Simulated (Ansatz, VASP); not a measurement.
# Two plane-wave programs on GaSb

```
CELL_PARAMETERS angstrom
0.00000 3.05900 3.05900
3.05900 0.00000 3.05900
3.05900 3.05900 0.00000
ATOMIC_POSITIONS crystal
Ga 0.00000 0.00000 0.00000
Sb 0.25000 0.25000 0.25000
```

Alike in both runs: task single point; functional r2SCAN; k mesh 6 × 6 × 6; occupations gaussian, width 0.02 eV; no spin polarisation.

|  | VASP | Ansatz |
| --- | --- | --- |
| version | VASP 6.6.1 | Ansatz 0.2.0 |
| potentials or method | VASP PAW PBE potentials, release 64 (Ga_d, Sb), cutoff 520 eV | plane waves, PAW |
| valence electrons in the cell | 18 | 28 |

```tsv
	VASP	Ansatz	Ansatz less VASP
pressure (GPa)	0.5	0.4	-0.10
```

VASP's potentials were made for PBE, not for r2SCAN. VASP's potentials hold 18 valence electrons a cell and Ansatz's 28, so a difference there can come from the potentials and not from the codes.

Neither program's run includes spin-orbit coupling.
